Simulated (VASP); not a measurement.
# BaTiO3 (Barioperovskite) (Amm2) in VASP: further runs, part 2 of 2

VASP 6.6.1. Earlier steps stand in the parts before.

## (3) Relaxation of cell and atoms, PBEsol

This run uses another cell than the first one, of 12.87 Å³/atom, 0.943 times its volume.

Input file INCAR:

```
ALGO = Normal ; EDIFF = 1E-6
EDIFFG = -0.01 ; ENCUT = 600
GGA = PS ; IBRION = 2
ISIF = 3 ; ISMEAR = -1
LASPH = True ; LCHARG = False
LREAL = False ; LWAVE = False
NELM = 100 ; NSW = 60
PREC = Accurate ; SIGMA = 0.05
```

Input file KPOINTS:

```
k-points
0
Gamma
  7 7 7
```

Input file POSCAR:

```
BaTiO3
1.0
    3.9855000000      0.0000000000      0.0000000000
    0.0000000000      2.8369000000      2.8451500000
    0.0000000000     -2.8369000000      2.8451500000
Ba Ti O
1 1 3
Direct
    0.0000000000      0.0000000000      0.0000000000
    0.5000000000      0.5124000000      0.5124000000
    0.5000000000      0.9918400000      0.5052400000
    0.5000000000      0.5052400000      0.9918400000
    0.0000000000      0.4874000000      0.4874000000
```

Potentials or basis: VASP PAW PBE potentials, release 64 (Ba_sv, Ti_sv, O).

Launch:

```
cat potpaw_PBE.64/Ba_sv/POTCAR potpaw_PBE.64/Ti_sv/POTCAR potpaw_PBE.64/O/POTCAR > POTCAR
mpirun -np 1 vasp_std > vasp.out
```

OUTCAR:

```text
EDIFF = 1E-6
   EDIFFG = -0.01
   ENCUT = 600
   GGA = PS
   IBRION = 2
   ISIF = 3
   ISMEAR = -1
   LASPH = True
   LREAL = False
   NELM = 100
   NSW = 60
   PREC = Accurate

 ion  position               nearest neighbor table
   1  0.000  0.000  0.000-   5 2.77   4 2.81   3 2.81   3 2.81   4 2.81   5 2.84   5 2.84   4 2.84
                             3 2.84   3 2.84   4 2.84   5 2.92   2 3.42   2 3.42   2 3.47   2 3.47
   2  0.500  0.512  0.512-   3 1.93   4 1.93   5 2.00   5 2.00   3 2.09   4 2.09   1 3.42   1 3.42
                             1 3.47   1 3.47   1 3.47   1 3.47   1 3.53   1 3.53
   3  0.500  0.992  0.505-   2 1.93   2 2.09   1 2.81   1 2.81   1 2.84   1 2.84
   4  0.500  0.505  0.992-   2 1.93   2 2.09   1 2.81   1 2.81   1 2.84   1 2.84
   5  0.000  0.487  0.487-   2 2.00   2 2.00   1 2.77   1 2.84   1 2.84   1 2.92

  LATTYP: Found a base centered orthorhombic cell.
 ALAT       =     5.6738000000
 B/A-ratio  =     1.0029081039
 C/A-ratio  =     0.7024392823

  Lattice vectors:

 A1 = (   0.0000000000,   2.8369000000,  -2.8451500000)
 A2 = (   0.0000000000,   2.8369000000,   2.8451500000)
 A3 = (   3.9855000000,   0.0000000000,   0.0000000000)

Analysis of symmetry for initial positions (statically):
=====================================================================
 Subroutine PRICEL returns:
 Original cell was already a primitive cell.

 Routine SETGRP: Setting up the symmetry group for a
 base centered orthorhombic supercell.

 Subroutine GETGRP returns: Found  4 space group operations
 (whereof  4 operations were pure point group operations)
 out of a pool of  8 trial point group operations.

The static configuration has the point symmetry C_2v.

Analysis of symmetry for dynamics (positions and initial velocities):
=====================================================================
 Subroutine PRICEL returns:
 Original cell was already a primitive cell.

 Routine SETGRP: Setting up the symmetry group for a
 base centered orthorhombic supercell.

 Subroutine GETGRP returns: Found  4 space group operations
[... 154 lines left out ...]
  ext. energy  EPLUGINS =         0.00000000
  ---------------------------------------------------
  free energy    TOTEN  =       -41.98269976 eV

  energy without entropy =      -41.98269976  energy(sigma->0) =      -41.98269976

------------------------ aborting loop because EDIFF is reached ----------------------------------------

  FORCE on cell =-STRESS in cart. coord.  units (eV):
  Direction    XX          YY          ZZ          XY          YZ          ZX
  --------------------------------------------------------------------------------------
  -------------------------------------------------------------------------------------
  Total       -0.8724799     -0.8153122     -1.0674535      0.0000000      0.0000000      0.0000000
  in kB      -21.7272130    -20.3035743    -26.5826063      0.0000000      0.0000000      0.0000000
  external PRESSURE =     -22.8711312 kB  Pullay stress =       0.0000000 kB
[... 98 lines left out ...]
  FREE ENERGIE OF THE ION-ELECTRON SYSTEM (eV)
  ---------------------------------------------------
  free  energy   TOTEN  =       -41.9944770456 eV

  energy  without entropy=      -41.9944770453  energy(sigma->0) =      -41.99447705

[... ionic steps 4 to 13 ...]

--------------------------------------- Ionic step       14  -------------------------------------------

 number of electron      39.9999991 magnetization

------------------------ aborting loop because EDIFF is reached ----------------------------------------
[... 73 lines left out ...]
--------------------------------------- Ionic step       16  -------------------------------------------

 number of electron      39.9999992 magnetization

 Free energy of the ion-electron system (eV)
  ---------------------------------------------------
  ext. energy  EPLUGINS =         0.00000000
  ---------------------------------------------------
  free energy    TOTEN  =       -42.01333148 eV

  energy without entropy =      -42.01333148  energy(sigma->0) =      -42.01333148

 E-fermi :   4.7026     XC(G=0): -11.4985

 val. band max:        3.5976802489   @ k =   0.4286   0.4286   0.4286
 cond. band min:       5.7805707961   @ k =   0.0000   0.0000   0.0000
 fundamental gap:      2.1828905472
 Fermi energy:         4.7025671988

 k-point     1 :       0.0000    0.0000    0.0000
  band No.  band energies     occupation
      1     -52.4450      2.00000
      2     -28.8256      2.00000
      3     -28.8210      2.00000
      4     -28.7739      2.00000
      5     -21.1132      2.00000
      6     -13.1255      2.00000
[... 637 lines left out ...]
     23       7.5738      0.00000
     24       9.1156      0.00000

 [... further k-points ...]

------------------------ aborting loop because EDIFF is reached ----------------------------------------

  FORCE on cell =-STRESS in cart. coord.  units (eV):
  Direction    XX          YY          ZZ          XY          YZ          ZX
  --------------------------------------------------------------------------------------
  -------------------------------------------------------------------------------------
  Total       -0.0033102      0.0341974      0.0212727      0.0000000      0.0000000      0.0000000
  in kB       -0.0826522      0.8538803      0.5311619      0.0000000      0.0000000      0.0000000
  external PRESSURE =       0.4341300 kB  Pullay stress =       0.0000000 kB
[... 20 lines left out ...]
  FREE ENERGIE OF THE ION-ELECTRON SYSTEM (eV)
  ---------------------------------------------------
  free  energy   TOTEN  =       -42.0133314847 eV

  energy  without entropy=      -42.0133314846  energy(sigma->0) =      -42.01333148

 reached required accuracy - stopping structural energy minimisation
```

OSZICAR:

```text
N       E                     dE             d eps       ncg     rms          rms(c)
DAV:   1     0.483985587388E+03    0.48399E+03   -0.23180E+04  3072   0.201E+03
[... 140 lines left out ...]
DAV:   4    -0.420133308506E+02    0.19950E-05   -0.78302E-06  4712   0.259E-02    0.555E-03
DAV:   5    -0.420133305708E+02    0.27975E-06   -0.10119E-06  2144   0.996E-03
  15 F= -.42013331E+02 E0= -.42013331E+02  d E =-.150115E-03
       N       E                     dE             d eps       ncg     rms          rms(c)
DAV:   1    -0.420133303213E+02    0.52927E-06   -0.24467E-03  3088   0.365E-01    0.135E-02
DAV:   2    -0.420133323766E+02   -0.20553E-05   -0.59085E-05  3640   0.600E-02    0.831E-03
DAV:   3    -0.420133314847E+02    0.89196E-06   -0.46763E-06  3256   0.155E-02
  16 F= -.42013331E+02 E0= -.42013331E+02  d E =-.151029E-03
```

Run time: 8.9 min. Hardware: 1 thread of Intel Xeon 6975P-C, shared host; peak memory 0.29 GiB.

What came out:

- Free energy: -42.0133 eV
- Relaxed volume: 12.83 Å³/atom
- Relaxed cell: a = 3.960 Å, b = 4.025 Å, c = 4.025 Å, α = 89.76°, β = 90.00°, γ = 90.00°
- Space group after relaxing (to 0.05 Å): Amm2 (No. 38)
- Energy gained by relaxing: 6.1 meV/atom
- Ionic steps: 16
- Pressure after relaxing: 0.0 GPa
- Largest force after relaxing: 0.009 eV/Å
- Band gap on the k mesh: 2.18 eV, indirect (least direct gap 2.48 eV)

Forces on the atoms (eV/Å):
```
Ba   0.000  0.000  0.001
Ti   0.000  0.000 -0.008
O    0.000  0.006  0.006
O    0.000 -0.006  0.006
O    0.000  0.000 -0.005
```

The path:
```tsv
step	energy change (eV)	largest force (eV/Å)	pressure (GPa)	volume (Å³)
1	0.0000	0.2792	-2.29	64.34
2	-0.0073	0.1890	2.81	62.64
3	-0.0118	0.2066	0.81	63.28
4	-0.0195	0.1555	0.66	63.43
5	-0.0275	0.0865	0.37	63.83
6	-0.0276	0.0751	0.37	63.79
7	-0.0292	0.0995	-0.60	64.20
8	-0.0292	0.0952	-0.45	64.13
9	-0.0298	0.0369	0.42	63.92
10	-0.0300	0.0422	0.13	63.99
11	-0.0304	0.0236	0.09	64.06
12	-0.0304	0.0409	0.01	64.16
13	-0.0305	0.0261	-0.01	64.13
14	-0.0306	0.0149	0.03	64.15
15	-0.0306	0.0101	0.04	64.16
16	-0.0306	0.0087	0.04	64.17
```

Final structure:
```
CELL_PARAMETERS angstrom
3.96039 0.00000 0.00000
0.00000 2.84032 2.85215
0.00000 -2.84032 2.85215
ATOMIC_POSITIONS crystal
Ba 0.00000 0.00676 0.00676
Ti 0.50000 0.52083 0.52083
O 0.50000 0.98368 0.49399
O 0.50000 0.49399 0.98368
O 0.00000 0.49162 0.49162
```

Levels at points of the mesh, in eV from the valence-band top:
```csv
k point,band 16,band 17,band 18,band 19,band 20,band 21,band 22,band 23,band 24
"(0.00, 0.00, 0.00)",-1.25,-1.07,-0.40,-0.38,-0.30,2.18,2.38,2.45,4.45
```

Caveat: the PAW data sets were made with another functional, which shifts forces and pressure a little; spin-orbit coupling is left out, which moves the levels of the heavy elements.
